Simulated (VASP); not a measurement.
# KMgF3 (Pm-3m) in VASP: settings compared

KMgF3 is run at these levels: PBE+D4, PBE, r2SCAN; tasks: single point, relaxation of cell and atoms.

All numbers are computed with VASP 6.6.1; they aren't measurements. Logs are shortened: lines on timing, memory, paths and dates and some standing lists are left out, and cuts for length are marked.

## Step 1: The cell of the first run

Symmetry: Pm-3m, No. 221, cubic system. The conventional cell has a = 4.035 Å, b = 4.035 Å, c = 4.035 Å, α = 90.00°, β = 90.00°, γ = 90.00°. Within 3.8 Å of K (site symmetry m-3m) lie 12 F at 2.85 Å and 8 Mg at 3.49 Å. Mg (site symmetry m-3m) has 6 F at 2.02 Å within 2.7 Å. Within 2.7 Å of F (site symmetry 4/mmm) lie 2 Mg at 2.02 Å.

## Step 2: Single point, PBE+D4

Contents of INCAR:

```
ALGO     = Normal         # electronic algorithm
EDIFF    = 1E-6           # SCF threshold, eV
ENCUT    = 520            # plane-wave cutoff, eV
GGA      = PE             # functional
ISIF     = 2              # what is computed and relaxed
ISMEAR   = 0              # smearing method
IVDW     = 13             # dispersion correction
LASPH    = T              # aspherical terms in the spheres
LCHARG   = F              # write CHGCAR
LREAL    = F              # projectors in reciprocal space
LWAVE    = F              # write WAVECAR
NBANDS   = 24             # bands
NELM     = 100            # most SCF steps
PREC     = Accurate       # precision mode
SIGMA    = 0.01           # smearing width, eV
```

Contents of KPOINTS:

```
k-points
0
Gamma
  6 6 6
```

Contents of POSCAR:

```
KMgF3
1.0
    4.0354672483      0.0000000000      0.0000000000
    0.0000000000      4.0354672483      0.0000000000
    0.0000000000      0.0000000000      4.0354672483
K Mg F
1 1 3
Direct
    0.5000000000      0.5000000000      0.5000000000
    0.0000000000      0.0000000000      0.0000000000
    0.5000000000      0.0000000000      0.0000000000
    0.0000000000      0.5000000000      0.0000000000
    0.0000000000      0.0000000000      0.5000000000
```

Potentials or basis: VASP PAW PBE potentials, release 64 (K_sv, Mg, F).

The run is started by

```bash
$ cat potpaw_PBE.64/K_sv/POTCAR potpaw_PBE.64/Mg/POTCAR potpaw_PBE.64/F/POTCAR > POTCAR
$ mpirun -np 1 vasp_std > vasp.out
```

OUTCAR:

```text
EDIFF = 1E-6
   ENCUT = 520
   GGA = PE
   ISIF = 2
   ISMEAR = 0
   IVDW = 13
   LASPH = T
   LREAL = F
   NELM = 100
   PREC = Accurate

 ion  position               nearest neighbor table
   1  0.500  0.500  0.500-   3 2.85   4 2.85   5 2.85   3 2.85   4 2.85   3 2.85   5 2.85   3 2.85
                             4 2.85   5 2.85   4 2.85   5 2.85   2 3.49   2 3.49   2 3.49   2 3.49
   2  0.000  0.000  0.000-   3 2.02   4 2.02   5 2.02   5 2.02   4 2.02   3 2.02   1 3.49   1 3.49
                             1 3.49   1 3.49   1 3.49   1 3.49   1 3.49   1 3.49
   3  0.500  0.000  0.000-   2 2.02   2 2.02   1 2.85   1 2.85   1 2.85   1 2.85
   4  0.000  0.500  0.000-   2 2.02   2 2.02   1 2.85   1 2.85   1 2.85   1 2.85
   5  0.000  0.000  0.500-   2 2.02   2 2.02   1 2.85   1 2.85   1 2.85   1 2.85

  LATTYP: Found a simple cubic cell.
 ALAT       =     4.0354672483

  Lattice vectors:

 A1 = (   4.0354672483,   0.0000000000,   0.0000000000)
 A2 = (   0.0000000000,   4.0354672483,   0.0000000000)
 A3 = (   0.0000000000,   0.0000000000,   4.0354672483)

Analysis of symmetry for initial positions (statically):
=====================================================================
 Subroutine PRICEL returns:
 Original cell was already a primitive cell.

 Routine SETGRP: Setting up the symmetry group for a
 simple cubic supercell.

 Subroutine GETGRP returns: Found 48 space group operations
 (whereof 48 operations were pure point group operations)
 out of a pool of 48 trial point group operations.

The static configuration has the point symmetry O_h .

Analysis of symmetry for dynamics (positions and initial velocities):
=====================================================================
 Subroutine PRICEL returns:
 Original cell was already a primitive cell.

 Routine SETGRP: Setting up the symmetry group for a
 simple cubic supercell.

 Subroutine GETGRP returns: Found 48 space group operations
 (whereof 48 operations were pure point group operations)
 out of a pool of 48 trial point group operations.

The dynamic configuration has the point symmetry O_h .

 Subroutine INISYM returns: Found 48 space group operations
 (whereof 48 operations are pure point group operations),
 and found     1 'primitive' translations

----------------------------------------------------------------------------------------

                                     Primitive cell

  volume of cell :      65.7176

  direct lattice vectors                    reciprocal lattice vectors
     4.035467248  0.000000000  0.000000000     0.247802779  0.000000000  0.000000000
     0.000000000  4.035467248  0.000000000     0.000000000  0.247802779  0.000000000
     0.000000000  0.000000000  4.035467248     0.000000000  0.000000000  0.247802779

  length of vectors
     4.035467248  4.035467248  4.035467248     0.247802779  0.247802779  0.247802779

  position of ions in fractional coordinates (direct lattice)
     0.500000000  0.500000000  0.500000000
     0.000000000  0.000000000  0.000000000
     0.500000000  0.000000000  0.000000000
     0.000000000  0.500000000  0.000000000
     0.000000000  0.000000000  0.500000000

  ion indices of the primitive-cell ions
   primitive index   ion index
                 1           1
                 2           2
                 3           3
                 4           4
                 5           5

----------------------------------------------------------------------------------------

 KPOINTS: k-points

Automatic generation of k-mesh.
 Grid dimensions read from file:
 generate k-points for:    6    6    6

 Generating k-lattice:

  Cartesian coordinates                     Fractional coordinates (reciprocal lattice)
     0.041300463  0.000000000  0.000000000     0.166666667  0.000000000  0.000000000
     0.000000000  0.041300463  0.000000000     0.000000000  0.166666667  0.000000000
     0.000000000  0.000000000  0.041300463     0.000000000  0.000000000  0.166666667

  Length of vectors
     0.041300463  0.041300463  0.041300463

  Shift w.r.t. Gamma in fractional coordinates (k-lattice)
     0.000000000  0.000000000  0.000000000

 Subroutine IBZKPT returns following result:
 ===========================================

 Found     20 irreducible k-points:

 Following reciprocal coordinates:
            Coordinates               Weight
  0.000000  0.000000  0.000000      1.000000
  0.166667  0.000000  0.000000      6.000000
  0.333333  0.000000  0.000000      6.000000
  0.500000  0.000000  0.000000      3.000000
  0.166667  0.166667  0.000000     12.000000
  0.333333  0.166667  0.000000     24.000000
[... 12 lines left out ...]
  0.500000  0.500000  0.333333      6.000000
  0.500000  0.500000  0.500000      1.000000
   k-points           NKPTS =     20   k-points in BZ     NKDIM =     20   number of bands    NBANDS=     24
   number of dos      NEDOS =    301   number of ions     NIONS =      5
   total plane-waves  NPLWV =  27000
   dimension x,y,z NGX =    30 NGY =   30 NGZ =   30
   dimension x,y,z NGXF=    60 NGYF=   60 NGZF=   60
   ions per type =               1   1   3
   NGX,Y,Z   is equivalent  to a cutoff of  12.36, 12.36, 12.36 a.u.
   NGXF,Y,Z  is equivalent  to a cutoff of  24.72, 24.72, 24.72 a.u.
 SYSTEM =  unknown system
   PREC   = accura    normal or accurate (medium, high low for compatibility)
   ISTART =      0    job   : 0-new  1-cont  2-samecut
   ICHARG =      2    charge: 1-file 2-atom 10-const
   ISPIN  =      1    spin polarized calculation?
   LNONCOLLINEAR =      F non collinear calculations
   LSORBIT =      F    spin-orbit coupling
   LASPH  =      T    aspherical Exc in radial PAW
   ENCUT  =  520.0 eV  38.22 Ry    6.18 a.u.   7.50  7.50  7.50*2*pi/ulx,y,z
   NELM   =    100;   NELMIN=  2; NELMDL= -5     # of ELM steps
   EDIFF  = 0.1E-05   stopping-criterion for ELM
   LREAL  =      F    real-space projection
   EDIFFG = 0.1E-04   stopping-criterion for IOM
   NSW    =      0    number of steps for IOM
   IBRION =     -1    ionic relax: 0-MD 1-quasi-New 2-CG
   NFREE  =      0    steps in history (QN), initial steepest desc. (CG)
   ISIF   =      2    stress and relaxation
   ISYM   =      2    0-nonsym 1-usesym 2-fastsym
   POTIM  = 0.5000    time-step for ionic-motion
   TEBEG  =    0.0;   TEEND  =   0.0 temperature during run
   PSTRESS=    0.0 pullay stress
   NELECT =      32.0000    total number of electrons
   NUPDOWN=      -1.0000    fix difference up-down
   EMIN   =  10.00;   EMAX   =-10.00  energy-range for DOS
   EFERMI =   0.00;   METHOD = LEGACY
   ISMEAR =     0;   SIGMA  =   0.01  broadening in eV -4-tet -1-fermi 0-gaus
   EFERMI_NEDOS =   21; number of points for ismear=-14 and -15
   IALGO  =     38    algorithm
   IMIX   =      4    mixing-type and parameters
     AMIX     =   0.40;   BMIX     =  1.00
     AMIX_MAG =   1.60;   BMIX_MAG =  1.00
  volume/ion in A,a.u.               =      13.14        88.70
  Fermi-wavevector in a.u.,A,eV,Ry     =   1.287946  2.433865 22.569412  1.658805
  Thomas-Fermi vector in A             =   2.419930
   LORBIT       =      0    0 simple, 1 ext, 2 COOP (PROOUT), +10 PAW based schemes
   GGA     = PE    functional components
   LHFCALC =     F    Hartree Fock is set to
   AEXX    =    0.0000 exact exchange contribution
   IVDW    =    13    specifies the selected vdW correction
   LEPSILON=     F    determine dielectric tensor
   LRPA    =     F    only Hartree local field effects (RPA)
 non-spin polarized calculation
 Gauss-broadening in eV      SIGMA  =   0.01
  energy-cutoff  :      520.00
  volume of cell :       65.72
 maximum number of plane-waves:      1800
   NGX = 15   NGY = 15   NGZ = 15

 number of electron      31.9999958 magnetization

 Free energy of the ion-electron system (eV)
  ---------------------------------------------------
  ext. energy  EPLUGINS =         0.00000000
  ---------------------------------------------------
  free energy    TOTEN  =       -24.44773871 eV

  energy without entropy =      -24.44773871  energy(sigma->0) =      -24.44773871

 E-fermi :  -1.7303     XC(G=0):  -9.5013

 val. band max:       -1.7841078787   @ k =   0.5000   0.5000   0.5000
 cond. band min:       5.2450447994   @ k =   0.0000   0.0000   0.0000
 fundamental gap:      7.0291526782
 Fermi energy:        -1.7302571712

 k-point     1 :       0.0000    0.0000    0.0000
  band No.  band energies     occupation
      1     -27.5146      2.00000
      2     -21.8076      2.00000
      3     -21.2009      2.00000
      4     -21.2009      2.00000
      5     -11.0017      2.00000
      6     -11.0017      2.00000
[... 16 lines left out ...]
     23      11.7990      0.00000
     24      14.6914      0.00000

 k-point     2 :       0.1667    0.0000    0.0000
  band No.  band energies     occupation
      1     -27.5090      2.00000
      2     -21.7778      2.00000
      3     -21.2353      2.00000
      4     -21.1991      2.00000
      5     -11.0005      2.00000
      6     -10.9901      2.00000
[... 16 lines left out ...]
     23      11.7951      0.00000
     24      14.5669      0.00000

 k-point     3 :       0.3333    0.0000    0.0000
  band No.  band energies     occupation
      1     -27.4976      2.00000
      2     -21.7066      2.00000
      3     -21.3168      2.00000
      4     -21.1953      2.00000
      5     -10.9982      2.00000
      6     -10.9666      2.00000
[... 16 lines left out ...]
     23      11.8210      0.00000
     24      14.2123      0.00000

 k-point     4 :       0.5000    0.0000    0.0000
  band No.  band energies     occupation
      1     -27.4919      2.00000
      2     -21.6573      2.00000
      3     -21.3715      2.00000
      4     -21.1935      2.00000
      5     -10.9971      2.00000
      6     -10.9548      2.00000
[... 16 lines left out ...]
     23      12.3922      0.00000
     24      13.3658      0.00000

 k-point     5 :       0.1667    0.1667    0.0000
  band No.  band energies     occupation
      1     -27.5037      2.00000
      2     -21.7479      2.00000
      3     -21.2487      2.00000
      4     -21.2158      2.00000
      5     -11.0176      2.00000
      6     -10.9789      2.00000
[... 16 lines left out ...]
     23      11.8385      0.00000
     24      13.9931      0.00000

 k-point     6 :       0.3333    0.1667    0.0000
  band No.  band energies     occupation
      1     -27.4931      2.00000
      2     -21.6737      2.00000
      3     -21.3205      2.00000
      4     -21.2193      2.00000
      5     -11.0226      2.00000
      6     -10.9755      2.00000
[... 16 lines left out ...]
     23      11.9331      0.00000
     24      13.5735      0.00000
[... 271 lines left out ...]
 k-point    17 :       0.3333    0.3333    0.3333
  band No.  band energies     occupation
      1     -27.4735      2.00000
      2     -21.5000      2.00000
      3     -21.3304      2.00000
      4     -21.3304      2.00000
      5     -11.0968      2.00000
      6     -11.0968      2.00000
[... 16 lines left out ...]
     23      12.7601      0.00000
     24      13.5460      0.00000

 k-point    18 :       0.5000    0.3333    0.3333
  band No.  band energies     occupation
      1     -27.4699      2.00000
      2     -21.4438      2.00000
      3     -21.3766      2.00000
      4     -21.3269      2.00000
      5     -11.1189      2.00000
      6     -11.1116      2.00000
[... 16 lines left out ...]
     23      12.2778      0.00000
     24      13.0962      0.00000

 k-point    19 :       0.5000    0.5000    0.3333
  band No.  band energies     occupation
      1     -27.4667      2.00000
      2     -21.3815      2.00000
      3     -21.3744      2.00000
      4     -21.3744      2.00000
      5     -11.1407      2.00000
      6     -11.1407      2.00000
[... 16 lines left out ...]
     23      12.6361      0.00000
     24      12.6361      0.00000

 k-point    20 :       0.5000    0.5000    0.5000
  band No.  band energies     occupation
      1     -27.4638      2.00000
      2     -21.3695      2.00000
      3     -21.3695      2.00000
      4     -21.3695      2.00000
      5     -11.1634      2.00000
      6     -11.1634      2.00000
[... 16 lines left out ...]
     23      12.8901      0.00000
     24      13.0114      0.00000

------------------------ aborting loop because EDIFF is reached ----------------------------------------

  DFT-D4 for vdW energy calculation

  Edisp (eV):   -0.42536

  FORCE on cell =-STRESS in cart. coord.  units (eV):
  Direction    XX          YY          ZZ          XY          YZ          ZX
  --------------------------------------------------------------------------------------
  -------------------------------------------------------------------------------------
  Total      -0.19100    -0.19100    -0.19100     0.00000     0.00000    -0.00000
  in kB      -4.65654    -4.65654    -4.65654     0.00000     0.00000    -0.00000
  external pressure =       -4.66 kB  Pullay stress =        0.00 kB

 VOLUME and BASIS-vectors are now :
 -----------------------------------------------------------------------------
  energy-cutoff  :      520.00
  volume of cell :       65.72
      direct lattice vectors                 reciprocal lattice vectors
     4.035467248  0.000000000  0.000000000     0.247802779  0.000000000  0.000000000
     0.000000000  4.035467248  0.000000000     0.000000000  0.247802779  0.000000000
     0.000000000  0.000000000  4.035467248     0.000000000  0.000000000  0.247802779

 POSITION                                       TOTAL-FORCE (eV/Angst)
 -----------------------------------------------------------------------------------
      2.01773      2.01773      2.01773         0.000000      0.000000      0.000000
      0.00000      0.00000      0.00000         0.000000      0.000000      0.000000
      2.01773      0.00000      0.00000         0.000000      0.000000      0.000000
      0.00000      2.01773      0.00000         0.000000      0.000000      0.000000
      0.00000      0.00000      2.01773         0.000000      0.000000      0.000000
 -----------------------------------------------------------------------------------
    total drift:                                0.000000     -0.000000      0.000000

  FREE ENERGIE OF THE ION-ELECTRON SYSTEM (eV)
  ---------------------------------------------------
  free  energy   TOTEN  =       -24.8730975905 eV

  energy  without entropy=      -24.8730975905  energy(sigma->0) =      -24.87309759
```

Wall time 14 s (1 thread of AMD EPYC 9R45 (Zen 5), shared host); peak memory 0.15 GiB.

Results:

| Item | Value |
| --- | --- |
| Free energy | -24.8731 eV |
| Pressure | -0.5 GPa |
| Band gap on the k mesh | 7.03 eV (least direct gap 7.35 eV) |
| Dispersion energy per atom | -0.085 eV |

A k mesh can miss the band edges.

(Continued in part 2 of 3.)
